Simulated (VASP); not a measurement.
Here is a VASP 6.6.1 calculation.

Contents of INCAR:

```
SYSTEM = TiAl3
  PREC = Accurate
  ENCUT = 520
  EDIFF = 1E-6
  ISMEAR = 0
  SIGMA = 0.1
  LREAL = .FALSE.
  LASPH = .TRUE.
  NELM = 60
  ALGO = Fast
  ISIF = 2
  LWAVE = .FALSE.
  LCHARG = .TRUE.
  GGA = PE
  LELF = .TRUE.
  LVHAR = .TRUE.
  NBANDS = 31
```

KPOINTS

```
Automatic mesh
0
G
  8 6 6
  0 0 0
```

The input POSCAR:

```
TiAl3
1.0
    3.9797267091      0.0000000000      0.0000000000
    0.0000000000      5.6281834865      0.0000000000
    0.0000000000      0.0000000000      5.6281834865
Ti Al
2 6
Direct
    0.0000000000      0.0000000000      0.0000000000
    0.0000000000      0.5000000000      0.5000000000
    0.0000000000      0.5000000000      0.0000000000
    0.0000000000      0.0000000000      0.5000000000
    0.5000000000      0.7500000000      0.2500000000
    0.5000000000      0.2500000000      0.7500000000
    0.5000000000      0.2500000000      0.2500000000
    0.5000000000      0.7500000000      0.7500000000
```

Potentials or basis: VASP PAW PBE potentials, release 64 (Ti_sv, Al).

Command:

```bash
$ cat potpaw_PBE.64/Ti_sv/POTCAR potpaw_PBE.64/Al/POTCAR > POTCAR
$ mpirun -np 1 vasp_std > vasp.out
```

**Question.** What does it give for the pressure?

**Answer.** 0.0 GPa.

**Question.** What does it give for the band gap on the k mesh?

**Answer.** Zero (band 21 reaches 9.64 eV, above the bottom of band 22 at 8.40 eV).
